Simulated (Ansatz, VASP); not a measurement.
# MnS: VASP beside Ansatz

```
Mn S
1.0
     0.00000    2.60450    2.60450
     2.60450    0.00000    2.60450
     2.60450    2.60450    0.00000
Mn S
1 1
Direct
  0.00000 0.00000 0.00000
  0.50000 0.50000 0.50000
```

Alike in both runs: task relaxation of cell and atoms; functional RPBE; dispersion D4; k mesh 9 × 9 × 9; occupations fermi-dirac, width 0.05 eV; collinear spin.

|  | VASP | Ansatz |
| --- | --- | --- |
| version | VASP 6.6.1 | Ansatz 0.2.0 |
| potentials or method | VASP PAW PBE potentials, release 64 (Mn_pv, S), cutoff 600 eV | all-electron LAPW, scalar-relativistic |

```csv
,VASP,Ansatz,Ansatz less VASP
net moment per atom (μB),2.12,2.13,+0.013
size of the moment on the site where the two differ most (μB),3.91,4.03,+0.115
relaxed volume (Å³/atom),15.17,15.23,+0.057
relaxed length of the cell vector where the two differ most in proportion (Å),3.501,3.506,+0.0044
```

VASP's potentials were made for PBE, not for RPBE. Site moments also hang on the region over which each program counts them. Ansatz ran all-electron here, and VASP with PAW potentials.
